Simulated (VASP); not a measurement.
# Si3N4 (P6_3/m) in VASP: further runs

Runs on Si3N4. Level: LDA. Tasks: single point, relaxation of cell and atoms.

Everything below comes from runs of VASP 6.6.1. Logs are shortened: lines on timing, memory, paths and dates and some standing lists are left out, and cuts for length are marked.

## 1. The cell of the first run

It takes space group P6_3/m (No. 176, hexagonal). Conventional cell: a = 7.573 Å, b = 7.573 Å, c = 2.891 Å, α = 90.00°, β = 90.00°, γ = 120.00°. Within 2.3 Å of Si (site symmetry m) lie 4 N at 1.72 to 1.73 Å. N (site symmetry m) has 3 Si at 1.73 Å within 2.3 Å. Within 2.3 Å of N (site symmetry -6) lie 3 Si at 1.72 Å.

## 2. Single point, LDA

INCAR

```
PREC     = Accurate       # precision mode
ENCUT    = 520            # plane-wave cutoff, eV
EDIFF    = 1E-7           # SCF threshold, eV
ISMEAR   = 0              # smearing method
SIGMA    = 0.01           # smearing width, eV
LREAL    = F              # projectors in reciprocal space
LASPH    = T              # aspherical terms in the spheres
NELM     = 80             # most SCF steps
ALGO     = Normal         # electronic algorithm
ISIF     = 2              # what is computed and relaxed
LWAVE    = F              # write WAVECAR
LCHARG   = F              # write CHGCAR
GGA      = CA             # functional
NBANDS   = 45             # bands
```

KPOINTS

```
regular mesh
0
Gamma
  3 3 7
```

POSCAR

```
Si3N4
1.0
    7.5734907943      0.0000000000      0.0000000000
   -3.7867453971      6.5588354232      0.0000000000
    0.0000000000      0.0000000000      2.8914625971
Si N
6 8
Direct
    0.7674686895      0.1738370279      0.2500000000
    0.5936316616      0.7674686895      0.7500000000
    0.8261629721      0.5936316616      0.2500000000
    0.2325313105      0.8261629721      0.7500000000
    0.4063683384      0.2325313105      0.2500000000
    0.1738370279      0.4063683384      0.7500000000
    0.0295198157      0.3301340431      0.2500000000
    0.6993857726      0.0295198157      0.7500000000
    0.6698659569      0.6993857726      0.2500000000
    0.9704801843      0.6698659569      0.7500000000
    0.3006142274      0.9704801843      0.2500000000
    0.3301340431      0.3006142274      0.7500000000
    0.6666666667      0.3333333333      0.2500000000
    0.3333333333      0.6666666667      0.7500000000
```

Potentials or basis: VASP PAW LDA potentials, release 64 (Si, N).

The run is started by

```sh
> cat potpaw_LDA.64/Si/POTCAR potpaw_LDA.64/N/POTCAR > POTCAR
> mpirun -np 1 vasp_std > vasp.out
```

OUTCAR:

```text
PREC = Accurate
   ENCUT = 520
   EDIFF = 1E-7
   ISMEAR = 0
   LREAL = F
   LASPH = T
   NELM = 80
   ISIF = 2
   GGA = CA

 ion  position               nearest neighbor table
   1  0.767  0.174  0.250-  13 1.72   8 1.73   8 1.73   7 1.73   3 2.98   5 2.98   2 3.04   2 3.04
                             6 3.04   6 3.04
   2  0.594  0.767  0.750-  14 1.72   9 1.73   9 1.73   8 1.73   4 2.98   6 2.98   3 3.04   3 3.04
                             1 3.04   1 3.04
   3  0.826  0.594  0.250-  13 1.72  10 1.73  10 1.73   9 1.73   1 2.98   5 2.98   2 3.04   2 3.04
                             4 3.04   4 3.04
   4  0.233  0.826  0.750-  14 1.72  11 1.73  11 1.73  10 1.73   6 2.98   2 2.98   5 3.04   5 3.04
                             3 3.04   3 3.04
   5  0.406  0.233  0.250-  13 1.72  12 1.73  12 1.73  11 1.73   1 2.98   3 2.98   6 3.04   6 3.04
                             4 3.04   4 3.04
   6  0.174  0.406  0.750-  14 1.72   7 1.73   7 1.73  12 1.73   4 2.98   2 2.98   5 3.04   5 3.04
                             1 3.04   1 3.04
   7  0.030  0.330  0.250-   6 1.73   6 1.73   1 1.73
   8  0.699  0.030  0.750-   1 1.73   1 1.73   2 1.73
   9  0.670  0.699  0.250-   2 1.73   2 1.73   3 1.73
  10  0.970  0.670  0.750-   3 1.73   3 1.73   4 1.73
  11  0.301  0.970  0.250-   4 1.73   4 1.73   5 1.73
  12  0.330  0.301  0.750-   5 1.73   5 1.73   6 1.73
  13  0.667  0.333  0.250-   1 1.72   3 1.72   5 1.72
  14  0.333  0.667  0.750-   4 1.72   6 1.72   2 1.72

  LATTYP: Found a hexagonal cell.
 ALAT       =     7.5734907943
 C/A-ratio  =     0.3817872994

  Lattice vectors:

 A1 = (   7.5734907943,   0.0000000000,   0.0000000000)
 A2 = (  -3.7867453971,   6.5588354232,   0.0000000000)
 A3 = (   0.0000000000,   0.0000000000,   2.8914625971)

Analysis of symmetry for initial positions (statically):
=====================================================================
 Subroutine PRICEL returns:
 Original cell was already a primitive cell.

 Routine SETGRP: Setting up the symmetry group for a
 hexagonal supercell.

 Subroutine GETGRP returns: Found 12 space group operations
 (whereof  6 operations were pure point group operations)
 out of a pool of 24 trial point group operations.

The static configuration has the point symmetry S_6 .
 The point group associated with its full space group is C_6h.

Analysis of symmetry for dynamics (positions and initial velocities):
=====================================================================
 Subroutine PRICEL returns:
 Original cell was already a primitive cell.

 Routine SETGRP: Setting up the symmetry group for a
 hexagonal supercell.

 Subroutine GETGRP returns: Found 12 space group operations
 (whereof  6 operations were pure point group operations)
 out of a pool of 24 trial point group operations.

The dynamic configuration has the point symmetry S_6 .
 The point group associated with its full space group is C_6h.

 Subroutine INISYM returns: Found 12 space group operations
 (whereof  6 operations are pure point group operations),
 and found     1 'primitive' translations

----------------------------------------------------------------------------------------

                                     Primitive cell

  volume of cell :     143.6284

  direct lattice vectors                    reciprocal lattice vectors
     7.573490794  0.000000000  0.000000000     0.132039508  0.076233046  0.000000000
    -3.786745397  6.558835423  0.000000000     0.000000000  0.152466091  0.000000000
     0.000000000  0.000000000  2.891462597     0.000000000  0.000000000  0.345845733

  length of vectors
     7.573490794  7.573490794  2.891462597     0.152466091  0.152466091  0.345845733

  position of ions in fractional coordinates (direct lattice)
     0.767468689  0.173837028  0.250000000
     0.593631662  0.767468689  0.750000000
     0.826162972  0.593631662  0.250000000
     0.232531311  0.826162972  0.750000000
     0.406368338  0.232531311  0.250000000
     0.173837028  0.406368338  0.750000000
     0.029519816  0.330134043  0.250000000
     0.699385773  0.029519816  0.750000000
     0.669865957  0.699385773  0.250000000
     0.970480184  0.669865957  0.750000000
     0.300614227  0.970480184  0.250000000
     0.330134043  0.300614227  0.750000000
     0.666666667  0.333333333  0.250000000
     0.333333333  0.666666667  0.750000000

  ion indices of the primitive-cell ions
   primitive index   ion index
                 1           1
                 2           2
                 3           3
                 4           4
                 5           5
                 6           6
                 7           7
                 8           8
                 9           9
                10          10
                11          11
                12          12
                13          13
                14          14

----------------------------------------------------------------------------------------

 KPOINTS: regular mesh

Automatic generation of k-mesh.
 Grid dimensions read from file:
 generate k-points for:    3    3    7

 Generating k-lattice:

  Cartesian coordinates                     Fractional coordinates (reciprocal lattice)
     0.044013169  0.025411015  0.000000000     0.333333333 -0.000000000  0.000000000
     0.000000000  0.050822030  0.000000000     0.000000000  0.333333333  0.000000000
     0.000000000  0.000000000  0.049406533     0.000000000  0.000000000  0.142857143

  Length of vectors
     0.050822030  0.050822030  0.049406533

  Shift w.r.t. Gamma in fractional coordinates (k-lattice)
     0.000000000  0.000000000  0.000000000

 Subroutine IBZKPT returns following result:
 ===========================================

 Found     12 irreducible k-points:

 Following reciprocal coordinates:
            Coordinates               Weight
  0.000000  0.000000  0.000000      1.000000
  0.333333  0.000000  0.000000      6.000000
  0.333333  0.333333  0.000000      2.000000
  0.000000  0.000000  0.142857      2.000000
  0.333333  0.000000  0.142857     12.000000
  0.333333  0.333333  0.142857      4.000000
  0.000000  0.000000  0.285714      2.000000
  0.333333  0.000000  0.285714     12.000000
  0.333333  0.333333  0.285714      4.000000
  0.000000  0.000000  0.428571      2.000000
  0.333333  0.000000  0.428571     12.000000
  0.333333  0.333333  0.428571      4.000000
   k-points           NKPTS =     12   k-points in BZ     NKDIM =     12   number of bands    NBANDS=     45
   number of dos      NEDOS =    301   number of ions     NIONS =     14
   total plane-waves  NPLWV =  75264
   dimension x,y,z NGX =    56 NGY =   56 NGZ =   24
   dimension x,y,z NGXF=   112 NGYF=  112 NGZF=   48
   ions per type =               6   8
   NGX,Y,Z   is equivalent  to a cutoff of  12.29, 12.29, 13.80 a.u.
   NGXF,Y,Z  is equivalent  to a cutoff of  24.59, 24.59, 27.60 a.u.
 SYSTEM =  unknown system
   PREC   = accura    normal or accurate (medium, high low for compatibility)
   ISTART =      0    job   : 0-new  1-cont  2-samecut
   ICHARG =      2    charge: 1-file 2-atom 10-const
   ISPIN  =      1    spin polarized calculation?
   LNONCOLLINEAR =      F non collinear calculations
   LSORBIT =      F    spin-orbit coupling
   LASPH  =      T    aspherical Exc in radial PAW
   ENCUT  =  520.0 eV  38.22 Ry    6.18 a.u.  14.08 14.08  5.38*2*pi/ulx,y,z
   NELM   =     80;   NELMIN=  2; NELMDL= -5     # of ELM steps
   EDIFF  = 0.1E-06   stopping-criterion for ELM
   LREAL  =      F    real-space projection
   EDIFFG = 0.1E-05   stopping-criterion for IOM
   NSW    =      0    number of steps for IOM
   IBRION =     -1    ionic relax: 0-MD 1-quasi-New 2-CG
   NFREE  =      0    steps in history (QN), initial steepest desc. (CG)
   ISIF   =      2    stress and relaxation
   ISYM   =      2    0-nonsym 1-usesym 2-fastsym
   POTIM  = 0.5000    time-step for ionic-motion
   TEBEG  =    0.0;   TEEND  =   0.0 temperature during run
   PSTRESS=    0.0 pullay stress
   NELECT =      64.0000    total number of electrons
   NUPDOWN=      -1.0000    fix difference up-down
   EMIN   =  10.00;   EMAX   =-10.00  energy-range for DOS
   EFERMI =   0.00;   METHOD = LEGACY
   ISMEAR =     0;   SIGMA  =   0.01  broadening in eV -4-tet -1-fermi 0-gaus
   EFERMI_NEDOS =   21; number of points for ismear=-14 and -15
   IALGO  =     38    algorithm
   IMIX   =      4    mixing-type and parameters
     AMIX     =   0.40;   BMIX     =  1.00
     AMIX_MAG =   1.60;   BMIX_MAG =  1.00
  volume/ion in A,a.u.               =      10.26        69.23
  Fermi-wavevector in a.u.,A,eV,Ry     =   1.250416  2.362944 21.273271  1.563541
  Thomas-Fermi vector in A             =   2.384412
   LORBIT       =      0    0 simple, 1 ext, 2 COOP (PROOUT), +10 PAW based schemes
   GGA     = CA    functional components
   LHFCALC =     F    Hartree Fock is set to
   AEXX    =    0.0000 exact exchange contribution
   IVDW    =     0    specifies the selected vdW correction
   LEPSILON=     F    determine dielectric tensor
   LRPA    =     F    only Hartree local field effects (RPA)
 non-spin polarized calculation
 Gauss-broadening in eV      SIGMA  =   0.01
  energy-cutoff  :      520.00
  volume of cell :      143.63
 maximum number of plane-waves:      3900
   NGX = 29   NGY = 29   NGZ = 11

 number of electron      63.9999999 magnetization

 Free energy of the ion-electron system (eV)
  ---------------------------------------------------
  ext. energy  EPLUGINS =         0.00000000
  ---------------------------------------------------
  free energy    TOTEN  =      -126.53725940 eV

  energy without entropy =     -126.53725940  energy(sigma->0) =     -126.53725940

 E-fermi :   6.8250     XC(G=0): -11.2338

 val. band max:        6.7727496946   @ k =   0.0000   0.0000   0.1429
 cond. band min:      10.9822531220   @ k =   0.0000   0.0000   0.0000
 fundamental gap:      4.2095034274
 Fermi energy:         6.8250397294

 k-point     1 :       0.0000    0.0000    0.0000
  band No.  band energies     occupation
      1     -11.4214      2.00000
      2      -9.8933      2.00000
      3      -9.8933      2.00000
      4      -9.2652      2.00000
      5      -9.1229      2.00000
      6      -9.1229      2.00000
[... 36 lines left out ...]
     43      15.2656      0.00000
     44      16.2431      0.00000

 k-point     2 :       0.3333    0.0000    0.0000
  band No.  band energies     occupation
      1     -11.1787      2.00000
      2     -10.4663      2.00000
      3     -10.0420      2.00000
      4      -9.6284      2.00000
      5      -8.7711      2.00000
      6      -8.2858      2.00000
[... 36 lines left out ...]
     43      14.9616      0.00000
     44      15.4995      0.00000

 k-point     3 :       0.3333    0.3333    0.0000
  band No.  band energies     occupation
      1     -10.7636      2.00000
      2     -10.7636      2.00000
      3     -10.5519      2.00000
      4      -9.0616      2.00000
      5      -9.0616      2.00000
      6      -8.0676      2.00000
[... 412 lines left out ...]
     43      14.3678      0.00000
     44      14.4982      0.00000

 k-point    12 :       0.3333    0.3333    0.4286
  band No.  band energies     occupation
      1      -9.0120      2.00000
      2      -9.0120      2.00000
      3      -8.6340      2.00000
      4      -8.0937      2.00000
      5      -8.0937      2.00000
      6      -7.8251      2.00000
[... 36 lines left out ...]
     43      14.4123      0.00000
     44      14.4123      0.00000
 [bands above 44 left out]

------------------------ aborting loop because EDIFF is reached ----------------------------------------

  FORCE on cell =-STRESS in cart. coord.  units (eV):
  Direction    XX          YY          ZZ          XY          YZ          ZX
  --------------------------------------------------------------------------------------
  -------------------------------------------------------------------------------------
  Total        0.3535391      0.3535391      0.3495982     -0.0000000      0.0000000      0.0000000
  in kB        3.9437340      3.9437340      3.8997732     -0.0000001      0.0000000      0.0000000
  external PRESSURE =       3.9290804 kB  Pullay stress =       0.0000000 kB

 VOLUME and BASIS-vectors are now :
 -----------------------------------------------------------------------------
  energy-cutoff  :      520.00
  volume of cell :      143.63
      direct lattice vectors                 reciprocal lattice vectors
     7.573490794  0.000000000  0.000000000     0.132039508  0.076233046  0.000000000
    -3.786745397  6.558835423  0.000000000     0.000000000  0.152466091  0.000000000
     0.000000000  0.000000000  2.891462597     0.000000000  0.000000000  0.345845733

 POSITION                                       TOTAL-FORCE (eV/Angst)
 -----------------------------------------------------------------------------------
      5.15414      1.14017      0.72287         0.000439     -0.001249     -0.000000
      1.58966      5.03370      2.16860         0.001301     -0.000244     -0.000000
      4.00901      3.89353      0.72287         0.000862      0.001005     -0.000000
     -1.36740      5.41867      2.16860        -0.000439      0.001249     -0.000000
      2.19709      1.52513      0.72287        -0.001301      0.000244     -0.000000
     -0.22226      2.66530      2.16860        -0.000862     -0.001005     -0.000000
     -1.02657      2.16529      0.72287        -0.005202     -0.003142     -0.000000
      5.18501      0.19362      2.16860         0.000120     -0.006076      0.000000
      2.42483      4.58716      0.72287         0.005322     -0.002934     -0.000000
      4.81331      4.39354      2.16860         0.005202      0.003142     -0.000000
     -1.39826      6.36522      0.72287        -0.000120      0.006076      0.000000
      1.36192      1.97168      2.16860        -0.005322      0.002934     -0.000000
      3.78675      2.18628      0.72287         0.000000     -0.000000      0.000000
     -0.00000      4.37256      2.16860         0.000000     -0.000000     -0.000000
 -----------------------------------------------------------------------------------
    total drift:                               -0.000000      0.000000     -0.000000

  FREE ENERGIE OF THE ION-ELECTRON SYSTEM (eV)
  ---------------------------------------------------
  free  energy   TOTEN  =      -126.5372593976 eV

  energy  without entropy=     -126.5372593976  energy(sigma->0) =     -126.53725940
```

Wall time 68 s (1 thread of Intel Xeon Platinum 8259CL at 2.50GHz (Skylake/Cascade Lake), shared host); peak memory 0.23 GiB.

Results:

- Free energy: -126.5373 eV
- Pressure: 0.4 GPa
- Largest force: 0.006 eV/Å
- Band gap on the k mesh: 4.21 eV, indirect (least direct gap 4.41 eV)

Forces in eV/Å, atoms in the order of the input:
```
Si   0.000 -0.001  0.000
Si   0.001  0.000  0.000
Si   0.001  0.001  0.000
Si   0.000  0.001  0.000
Si  -0.001  0.000  0.000
Si  -0.001 -0.001  0.000
N   -0.005 -0.003  0.000
N    0.000 -0.006  0.000
N    0.005 -0.003  0.000
N    0.005  0.003  0.000
N    0.000  0.006  0.000
N   -0.005  0.003  0.000
N    0.000  0.000  0.000
N    0.000  0.000  0.000
```

## 3. Relaxation of cell and atoms, LDA

This run uses another cell than the first one, of 10.40 Å³/atom, 1.013 times its volume.

INCAR

```
SYSTEM = Si3N4
PREC = Accurate
ENCUT = 600
EDIFF = 1E-6
ISMEAR = 0
SIGMA = 0.01
LREAL = .False.
LASPH = .True.
NELM = 80
ALGO = Normal
ISIF = 3
LWAVE = .False.
LCHARG = .False.
GGA = CA
IBRION = 2
NSW = 100
EDIFFG = -0.003
```

KPOINTS

```
Automatic mesh
0
Gamma
  3 3 7
  0 0 0
```

POSCAR

```
Si3N4
1.0
    7.6044000000      0.0000000000      0.0000000000
   -3.8022000000      6.5856035805      0.0000000000
    0.0000000000      0.0000000000      2.9063000000
Si N
6 8
Direct
    0.7684770000      0.1745570000      0.2500000000
    0.5939200000      0.7684770000      0.7500000000
    0.8254430000      0.5939200000      0.2500000000
    0.2315230000      0.8254430000      0.7500000000
    0.4060800000      0.2315230000      0.2500000000
    0.1745570000      0.4060800000      0.7500000000
    0.0305000000      0.3302400000      0.2500000000
    0.7002600000      0.0305000000      0.7500000000
    0.6697600000      0.7002600000      0.2500000000
    0.9695000000      0.6697600000      0.7500000000
    0.2997400000      0.9695000000      0.2500000000
    0.3302400000      0.2997400000      0.7500000000
    0.6666666667      0.3333333333      0.2500000000
    0.3333333333      0.6666666667      0.7500000000
```

Potentials or basis: VASP PAW LDA potentials, release 64 (Si, N).

The run is started by

```sh
> cat potpaw_LDA.64/Si/POTCAR potpaw_LDA.64/N/POTCAR > POTCAR
> mpirun -np 1 vasp_std > vasp.out
```

Wall time 6.6 min (1 thread of Intel Xeon Platinum 8259CL at 2.50GHz (Skylake/Cascade Lake), shared host); peak memory 0.26 GiB.

Results (log left out):

```
Free energy                            : -126.5451 eV
Relaxed volume                         : 10.27 Å³/atom
Relaxed cell                           : a = 7.577 Å, b = 7.577 Å, c = 2.892 Å, α = 90.00°, β = 90.00°, γ = 120.00°
Space group after relaxing (to 0.05 Å) : P6_3/m (No. 176)
Energy gained by relaxing              : 1.2 meV/atom
Ionic steps                            : 14
Pressure after relaxing                : 0.0 GPa
Band gap on the k mesh                 : 4.21 eV, indirect (least direct gap 4.41 eV)
```

Step by step:
```csv
step,energy change (eV),largest force (eV/Å),pressure (GPa),volume (Å³)
1,0.0000,0.0497,-2.96,145.55
2,0.0156,0.0846,4.37,141.54
3,-0.0160,0.0300,0.00,143.87
4,-0.0160,0.0302,0.05,143.83
5,-0.0163,0.0230,0.05,143.83
6,-0.0166,0.0402,0.05,143.81
7,-0.0167,0.0238,0.01,143.83
8,-0.0168,0.0152,-0.07,143.86
9,-0.0169,0.0139,-0.03,143.83
10,-0.0170,0.0126,0.02,143.79
11,-0.0170,0.0093,0.01,143.79
12,-0.0170,0.0097,0.01,143.79
13,-0.0170,0.0036,-0.01,143.80
14,-0.0170,0.0018,-0.02,143.80
```

Final structure:
```cif
data_structure
_symmetry_space_group_name_H-M 'P 1'
_symmetry_Int_Tables_number 1
_cell_length_a 7.5769
_cell_length_b 7.5769
_cell_length_c 2.8924
_cell_angle_alpha 90.000
_cell_angle_beta 90.000
_cell_angle_gamma 120.000
_cell_volume 143.80
loop_
_atom_site_label
_atom_site_type_symbol
_atom_site_fract_x
_atom_site_fract_y
_atom_site_fract_z
_atom_site_occupancy
Si1 Si 0.76743 0.17380 0.25000 1
Si2 Si 0.59363 0.76743 0.75000 1
Si3 Si 0.82620 0.59363 0.25000 1
Si4 Si 0.23257 0.82620 0.75000 1
Si5 Si 0.40637 0.23257 0.25000 1
Si6 Si 0.17380 0.40637 0.75000 1
N1 N 0.02945 0.33011 0.25000 1
N2 N 0.69934 0.02945 0.75000 1
N3 N 0.66989 0.69934 0.25000 1
N4 N 0.97055 0.66989 0.75000 1
N5 N 0.30066 0.97055 0.25000 1
N6 N 0.33011 0.30066 0.75000 1
N7 N 0.66667 0.33333 0.25000 1
N8 N 0.33333 0.66667 0.75000 1
```

Levels at points of the mesh, in eV from the valence-band top:
| k point | band 29 | band 30 | band 31 | band 32 | band 33 | band 34 | band 35 | band 36 |
| --- | --- | --- | --- | --- | --- | --- | --- | --- |
| (0.00, 0.00, 0.00) | -1.33 | -0.48 | -0.38 | -0.20 | 4.21 | 4.68 | 4.84 | 4.84 |
